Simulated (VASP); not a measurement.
# MgS (Fm-3m) in VASP: notebook

Aim: see how the results for MgS move with the level of theory and the settings. Levels: PBEsol, r2SCAN. Tasks: single point.

Program: VASP 6.6.1. These are calculated values, not measurements. Logs are shortened: lines on timing, memory, paths and dates and some standing lists are left out, and cuts for length are marked.

### 1 The cell of the first run

The structure is cubic, space group Fm-3m (No. 225). Conventional cell: a = 5.182 Å, b = 5.182 Å, c = 5.182 Å, α = 90.00°, β = 90.00°, γ = 90.00°. Mg (site symmetry m-3m) has 6 S at 2.59 Å within 3.4 Å. Within 3.4 Å of S (site symmetry m-3m) lie 6 Mg at 2.59 Å.

### 2 Single point, PBEsol

The input, INCAR:

```
PREC = Accurate
ENCUT = 520
EDIFF = 1E-6
ISMEAR = -1
SIGMA = 0.05
LREAL = F
LASPH = T
NELM = 80
ALGO = Normal
ISIF = 2
LWAVE = F
LCHARG = F
GGA = PS
NBANDS = 11
```

The input, KPOINTS:

```
regular mesh
0
Gamma
  8 8 8
```

The input, POSCAR:

```
MgS
1.0
    0.0000000000      2.5909900000      2.5909900000
    2.5909900000      0.0000000000      2.5909900000
    2.5909900000      2.5909900000      0.0000000000
Mg S
1 1
Direct
    0.0000000000      0.0000000000      0.0000000000
    0.5000000000      0.5000000000      0.5000000000
```

Potentials or basis: VASP PAW PBE potentials, release 64 (Mg, S).

Launch:

```sh
$ cat potpaw_PBE.64/Mg/POTCAR potpaw_PBE.64/S/POTCAR > POTCAR
$ mpirun -np 1 vasp_std > vasp.out
```

OUTCAR:

```text
PREC = Accurate
   ENCUT = 520
   EDIFF = 1E-6
   ISMEAR = -1
   LREAL = F
   LASPH = T
   NELM = 80
   ISIF = 2
   GGA = PS

 ion  position               nearest neighbor table
   1  0.000  0.000  0.000-   2 2.59   2 2.59   2 2.59   2 2.59   2 2.59   2 2.59
   2  0.500  0.500  0.500-   1 2.59   1 2.59   1 2.59   1 2.59   1 2.59   1 2.59

  LATTYP: Found a face centered cubic cell.
 ALAT       =     5.1819800000

  Lattice vectors:

 A1 = (   0.0000000000,   2.5909900000,   2.5909900000)
 A2 = (   2.5909900000,   0.0000000000,   2.5909900000)
 A3 = (   2.5909900000,   2.5909900000,   0.0000000000)

Analysis of symmetry for initial positions (statically):
=====================================================================
 Subroutine PRICEL returns:
 Original cell was already a primitive cell.

 Routine SETGRP: Setting up the symmetry group for a
 face centered cubic supercell.

 Subroutine GETGRP returns: Found 48 space group operations
 (whereof 48 operations were pure point group operations)
 out of a pool of 48 trial point group operations.

The static configuration has the point symmetry O_h .

Analysis of symmetry for dynamics (positions and initial velocities):
=====================================================================
 Subroutine PRICEL returns:
 Original cell was already a primitive cell.

 Routine SETGRP: Setting up the symmetry group for a
 face centered cubic supercell.

 Subroutine GETGRP returns: Found 48 space group operations
 (whereof 48 operations were pure point group operations)
 out of a pool of 48 trial point group operations.

The dynamic configuration has the point symmetry O_h .

 Subroutine INISYM returns: Found 48 space group operations
 (whereof 48 operations are pure point group operations),
 and found     1 'primitive' translations

----------------------------------------------------------------------------------------

                                     Primitive cell

  volume of cell :      34.7878

  direct lattice vectors                    reciprocal lattice vectors
     0.000000000  2.590990000  2.590990000    -0.192976430  0.192976430  0.192976430
     2.590990000  0.000000000  2.590990000     0.192976430 -0.192976430  0.192976430
     2.590990000  2.590990000  0.000000000     0.192976430  0.192976430 -0.192976430

  length of vectors
     3.664213198  3.664213198  3.664213198     0.334244981  0.334244981  0.334244981

  position of ions in fractional coordinates (direct lattice)
     0.000000000  0.000000000  0.000000000
     0.500000000  0.500000000  0.500000000

  ion indices of the primitive-cell ions
   primitive index   ion index
                 1           1
                 2           2

----------------------------------------------------------------------------------------

 KPOINTS: regular mesh

Automatic generation of k-mesh.
 Grid dimensions read from file:
 generate k-points for:    8    8    8

 Generating k-lattice:

  Cartesian coordinates                     Fractional coordinates (reciprocal lattice)
    -0.024122054  0.024122054  0.024122054     0.125000000  0.000000000  0.000000000
     0.024122054 -0.024122054  0.024122054     0.000000000  0.125000000  0.000000000
     0.024122054  0.024122054 -0.024122054     0.000000000  0.000000000  0.125000000

  Length of vectors
     0.041780623  0.041780623  0.041780623

  Shift w.r.t. Gamma in fractional coordinates (k-lattice)
     0.000000000  0.000000000  0.000000000

 Subroutine IBZKPT returns following result:
 ===========================================

 Found     29 irreducible k-points:

 Following reciprocal coordinates:
            Coordinates               Weight
  0.000000  0.000000  0.000000      1.000000
  0.125000  0.000000  0.000000      8.000000
  0.250000  0.000000  0.000000      8.000000
  0.375000  0.000000  0.000000      8.000000
  0.500000  0.000000  0.000000      4.000000
  0.125000  0.125000  0.000000      6.000000
[... 16 lines left out ...]
  0.500000  0.250000  0.125000     48.000000
 -0.375000  0.250000  0.125000     24.000000
 [... further k-points ...]
   k-points           NKPTS =     29   k-points in BZ     NKDIM =     29   number of bands    NBANDS=     11
   number of dos      NEDOS =    301   number of ions     NIONS =      2
   total plane-waves  NPLWV =  21952
   dimension x,y,z NGX =    28 NGY =   28 NGZ =   28
   dimension x,y,z NGXF=    56 NGYF=   56 NGZF=   56
   ions per type =               1   1
   NGX,Y,Z   is equivalent  to a cutoff of  12.70, 12.70, 12.70 a.u.
   NGXF,Y,Z  is equivalent  to a cutoff of  25.41, 25.41, 25.41 a.u.
 SYSTEM =  unknown system
   PREC   = accura    normal or accurate (medium, high low for compatibility)
   ISTART =      0    job   : 0-new  1-cont  2-samecut
   ICHARG =      2    charge: 1-file 2-atom 10-const
   ISPIN  =      1    spin polarized calculation?
   LNONCOLLINEAR =      F non collinear calculations
   LSORBIT =      F    spin-orbit coupling
   LASPH  =      T    aspherical Exc in radial PAW
   ENCUT  =  520.0 eV  38.22 Ry    6.18 a.u.   6.81  6.81  6.81*2*pi/ulx,y,z
   NELM   =     80;   NELMIN=  2; NELMDL= -5     # of ELM steps
   EDIFF  = 0.1E-05   stopping-criterion for ELM
   LREAL  =      F    real-space projection
   EDIFFG = 0.1E-04   stopping-criterion for IOM
   NSW    =      0    number of steps for IOM
   IBRION =     -1    ionic relax: 0-MD 1-quasi-New 2-CG
   NFREE  =      0    steps in history (QN), initial steepest desc. (CG)
   ISIF   =      2    stress and relaxation
   ISYM   =      2    0-nonsym 1-usesym 2-fastsym
   POTIM  = 0.5000    time-step for ionic-motion
   TEBEG  =    0.0;   TEEND  =   0.0 temperature during run
   PSTRESS=    0.0 pullay stress
   NELECT =       8.0000    total number of electrons
   NUPDOWN=      -1.0000    fix difference up-down
   EMIN   =  10.00;   EMAX   =-10.00  energy-range for DOS
   EFERMI =   0.00;   METHOD = LEGACY
   ISMEAR =    -1;   SIGMA  =   0.05  broadening in eV -4-tet -1-fermi 0-gaus
   EFERMI_NEDOS =   21; number of points for ismear=-14 and -15
   IALGO  =     38    algorithm
   IMIX   =      4    mixing-type and parameters
     AMIX     =   0.40;   BMIX     =  1.00
     AMIX_MAG =   1.60;   BMIX_MAG =  1.00
  volume/ion in A,a.u.               =      17.39       117.38
  Fermi-wavevector in a.u.,A,eV,Ry     =   1.002988  1.895373 13.687257  1.005985
  Thomas-Fermi vector in A             =   2.135511
   LORBIT       =      0    0 simple, 1 ext, 2 COOP (PROOUT), +10 PAW based schemes
   GGA     = PS    functional components
   LHFCALC =     F    Hartree Fock is set to
   AEXX    =    0.0000 exact exchange contribution
   IVDW    =     0    specifies the selected vdW correction
   LEPSILON=     F    determine dielectric tensor
   LRPA    =     F    only Hartree local field effects (RPA)
 non-spin polarized calculation
  energy-cutoff  :      520.00
  volume of cell :       34.79
 maximum number of plane-waves:       960
   NGX = 13   NGY = 13   NGZ = 13

 number of electron       7.9999999 magnetization

 Free energy of the ion-electron system (eV)
  ---------------------------------------------------
  ext. energy  EPLUGINS =         0.00000000
  ---------------------------------------------------
  free energy    TOTEN  =        -9.07505716 eV

  energy without entropy =       -9.07505716  energy(sigma->0) =       -9.07505716

 E-fermi :   4.8209     XC(G=0):  -9.8876

 val. band max:        3.7860678686   @ k =   0.0000   0.0000   0.0000
 cond. band min:       6.5157128196   @ k =   0.5000   0.5000   0.0000
 fundamental gap:      2.7296449510
 Fermi energy:         4.8209044217

 k-point     1 :       0.0000    0.0000    0.0000
  band No.  band energies     occupation
      1      -8.9684      2.00000
      2       3.7861      2.00000
      3       3.7861      2.00000
      4       3.7861      2.00000
      5       7.4760      0.00000
      6      11.6323      0.00000
      7      11.6323      0.00000
      8      11.6323      0.00000
      9      14.1110      0.00000
     10      14.1110      0.00000
     11      16.1114      0.00000

 k-point     2 :       0.1250    0.0000    0.0000
  band No.  band energies     occupation
      1      -8.8126      2.00000
      2       2.7083      2.00000
      3       3.6804      2.00000
      4       3.6804      2.00000
      5       8.2811      0.00000
      6      11.3138      0.00000
      7      11.8903      0.00000
      8      11.8903      0.00000
      9      13.4662      0.00000
     10      13.4662      0.00000
     11      16.4407      0.00000

 k-point     3 :       0.2500    0.0000    0.0000
  band No.  band energies     occupation
      1      -8.3900      2.00000
      2       0.9059      2.00000
      3       3.4508      2.00000
      4       3.4508      2.00000
      5       8.6607      0.00000
      6      11.5385      0.00000
      7      11.5385      0.00000
      8      12.0677      0.00000
      9      14.0250      0.00000
     10      14.0250      0.00000
     11      15.6299      0.00000

 k-point     4 :       0.3750    0.0000    0.0000
  band No.  band energies     occupation
      1      -7.8706      2.00000
      2      -0.5770      2.00000
      3       3.2494      2.00000
      4       3.2494      2.00000
      5       8.3513      0.00000
      6      10.8742      0.00000
      7      10.8742      0.00000
      8      13.6284      0.00000
      9      15.2690      0.00000
     10      16.0087      0.00000
     11      16.0087      0.00000

 k-point     5 :       0.5000    0.0000    0.0000
  band No.  band energies     occupation
      1      -7.6106      2.00000
      2      -1.1744      2.00000
      3       3.1726      2.00000
      4       3.1726      2.00000
      5       8.2048      0.00000
      6      10.6267      0.00000
      7      10.6267      0.00000
      8      13.9861      0.00000
      9      15.8291      0.00000
     10      18.2268      0.00000
     11      18.2268      0.00000
[... 211 lines left out ...]
 k-point    21 :       0.5000    0.5000    0.0000
  band No.  band energies     occupation
      1      -7.2224      2.00000
      2      -0.5401      2.00000
      3       2.0499      2.00000
      4       2.0499      2.00000
      5       6.5157      0.00000
      6       7.9916      0.00000
      7      15.7788      0.00000
      8      16.6421      0.00000
      9      17.1741      0.00000
     10      17.1741      0.00000
     11      19.6928      0.00000

 k-point    22 :       0.3750    0.2500    0.1250
  band No.  band energies     occupation
      1      -8.0581      2.00000
      2       0.6370      2.00000
      3       2.2745      2.00000
      4       3.0836      2.00000
      5       9.5679      0.00000
      6      10.1439      0.00000
      7      10.8119      0.00000
      8      12.9748      0.00000
      9      13.8604      0.00000
     10      16.7555      0.00000
     11      18.6489      0.00000

 k-point    23 :       0.5000    0.2500    0.1250
  band No.  band energies     occupation
      1      -7.6180      2.00000
      2      -0.2320      2.00000
      3       1.7188      2.00000
      4       2.7597      2.00000
      5       9.3651      0.00000
      6      10.0908      0.00000
      7      11.5266      0.00000
      8      12.7649      0.00000
      9      15.4323      0.00000
     10      18.0441      0.00000
     11      18.6565      0.00000

 k-point    24 :      -0.3750    0.2500    0.1250
  band No.  band energies     occupation
      1      -7.4061      2.00000
      2      -0.6405      2.00000
      3       1.5713      2.00000
      4       2.5940      2.00000
      5       9.3184      0.00000
      6       9.8010      0.00000
      7      12.1714      0.00000
      8      13.1766      0.00000
      9      16.0016      0.00000
     10      17.1054      0.00000
     11      19.2796      0.00000

 [... further k-points ...]

------------------------ aborting loop because EDIFF is reached ----------------------------------------

  FORCE on cell =-STRESS in cart. coord.  units (eV):
  Direction    XX          YY          ZZ          XY          YZ          ZX
  --------------------------------------------------------------------------------------
  -------------------------------------------------------------------------------------
  Total       -0.0429078     -0.0429078     -0.0429078      0.0000000      0.0000000      0.0000000
  in kB       -1.9761482     -1.9761482     -1.9761482      0.0000000      0.0000000      0.0000000
  external PRESSURE =      -1.9761482 kB  Pullay stress =       0.0000000 kB

 VOLUME and BASIS-vectors are now :
 -----------------------------------------------------------------------------
  energy-cutoff  :      520.00
  volume of cell :       34.79
      direct lattice vectors                 reciprocal lattice vectors
     0.000000000  2.590990000  2.590990000    -0.192976430  0.192976430  0.192976430
     2.590990000  0.000000000  2.590990000     0.192976430 -0.192976430  0.192976430
     2.590990000  2.590990000  0.000000000     0.192976430  0.192976430 -0.192976430

 POSITION                                       TOTAL-FORCE (eV/Angst)
 -----------------------------------------------------------------------------------
      0.00000      0.00000      0.00000        -0.000000     -0.000000     -0.000000
      2.59099      2.59099      2.59099         0.000000      0.000000      0.000000
 -----------------------------------------------------------------------------------
    total drift:                                0.000000      0.000000      0.000000

  FREE ENERGIE OF THE ION-ELECTRON SYSTEM (eV)
  ---------------------------------------------------
  free  energy   TOTEN  =        -9.0750571597 eV

  energy  without entropy=       -9.0750571597  energy(sigma->0) =       -9.07505716
```

Run time: 9.7 s. Hardware: 1 thread of Intel Xeon 6975P-C, shared host; peak memory 0.16 GiB.

Results:

```yaml
Free_energy: -9.0751 eV
Pressure: -0.2 GPa
Band_gap_on_the_k_mesh: 2.73 eV, indirect (least direct gap 3.69 eV)
```

Caveat: the PAW data sets were made with another functional, which shifts forces and pressure a little. A k mesh can miss the band edges.

### 3 Single point, r2SCAN

POSCAR is that of step 2.

The input, INCAR.step1:

```
SYSTEM = MgS
ALGO = Normal ; EDIFF = 1E-4
ENCUT = 520 ; GGA = PE
ISMEAR = -1 ; LASPH = .True.
LCHARG = .False. ; LREAL = .False.
LWAVE = .True. ; NBANDS = 11
NELM = 100 ; PREC = Accurate
SIGMA = 0.05
```

The input, INCAR.step2:

```
SYSTEM = MgS
ALGO = Normal ; EDIFF = 1E-6
ENCUT = 520 ; ISIF = 2
ISMEAR = -1 ; ISTART = 1
LASPH = .True. ; LCHARG = .False.
LMIXTAU = .True. ; LREAL = .False.
LWAVE = .False. ; METAGGA = R2SCAN
NBANDS = 11 ; NELM = 100
PREC = Accurate ; SIGMA = 0.05
```

The input, KPOINTS:

```
k-points
0
Gamma
  8 8 8
  0 0 0
```

Potentials or basis: VASP PAW PBE potentials, release 64 (Mg, S).

Launch:

```sh
$ cat potpaw_PBE.64/Mg/POTCAR potpaw_PBE.64/S/POTCAR > POTCAR
$ cp INCAR.step1 INCAR
$ mpirun -np 1 vasp_std > vasp.out
$ cp INCAR.step2 INCAR
$ mpirun -np 1 vasp_std > vasp.out
```

Wall time 42 s (1 thread of Intel Xeon 6975P-C, shared host); peak memory 0.17 GiB.

Results (log left out):

* Free energy: -15.5104 eV
* Pressure: 0.5 GPa
* Band gap on the k mesh: 3.46 eV, indirect (least direct gap 4.72 eV)

Levels at points of the mesh, in eV from the valence-band top:
| k point | band 2 | band 3 | band 4 | band 5 | band 6 | band 7 |
| --- | --- | --- | --- | --- | --- | --- |
| (0.00, 0.00, 0.00) | 0.00 | 0.00 | 0.00 | 4.72 | 8.52 | 8.52 |
| (0.50, 0.00, 0.00) | -4.94 | -0.63 | -0.63 | 5.24 | 7.52 | 7.52 |
| (0.50, 0.50, 0.00) | -4.34 | -1.76 | -1.76 | 3.46 | 4.89 | 13.27 |

Caveat: the PAW data sets were made with another functional, which shifts forces and pressure a little.
